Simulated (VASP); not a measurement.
A run of VASP 6.6.1 is set up as follows.

File INCAR:

```
PREC = Accurate ; ENCUT = 600
EDIFF = 1E-6 ; ISMEAR = 0
SIGMA = 0.1 ; LREAL = False
LASPH = True ; NELM = 60
ALGO = Normal ; ISIF = 3
LWAVE = False ; LCHARG = False
GGA = PE ; IBRION = 2
NSW = 100 ; EDIFFG = -0.01
```

File KPOINTS:

```
Automatic mesh
0
Gamma
  24 24 20
```

File POSCAR:

```
GaN
1.0
    2.9956605046      0.0000000000      0.0000000000
   -1.4978302523      2.5943180981      0.0000000000
    0.0000000000      0.0000000000      2.6757328740
Ga N
1 1
Direct
    0.6666666667      0.3333333333      0.5000000000
    0.0000000000      0.0000000000      0.0000000000
```

Potentials or basis: VASP PAW PBE potentials, release 64 (Ga_d, N).

The run is started by

```sh
$ cat potpaw_PBE.64/Ga_d/POTCAR potpaw_PBE.64/N/POTCAR > POTCAR
$ mpirun -np 1 vasp_std > vasp.out
```

Task: Predict the relaxed cell.

Result: a = 2.983 Å, b = 2.983 Å, c = 2.686 Å, α = 90.00°, β = 90.00°, γ = 120.00°.

Task: What does it give for the band gap on the k mesh?

Result: Zero (band 9 reaches 7.75 eV, above the bottom of band 10 at 6.50 eV).

Task: Estimate the relaxed volume.

Result: 10.35 Å³/atom.

Final structure:
```cif
data_structure
_symmetry_space_group_name_H-M 'P 1'
_symmetry_Int_Tables_number 1
_cell_length_a 2.9828
_cell_length_b 2.9828
_cell_length_c 2.6859
_cell_angle_alpha 90.000
_cell_angle_beta 90.000
_cell_angle_gamma 120.000
_cell_volume 20.69
loop_
_atom_site_label
_atom_site_type_symbol
_atom_site_fract_x
_atom_site_fract_y
_atom_site_fract_z
_atom_site_occupancy
Ga1 Ga 0.66667 0.33333 0.50000 1
N1 N 0.00000 0.00000 0.00000 1
```
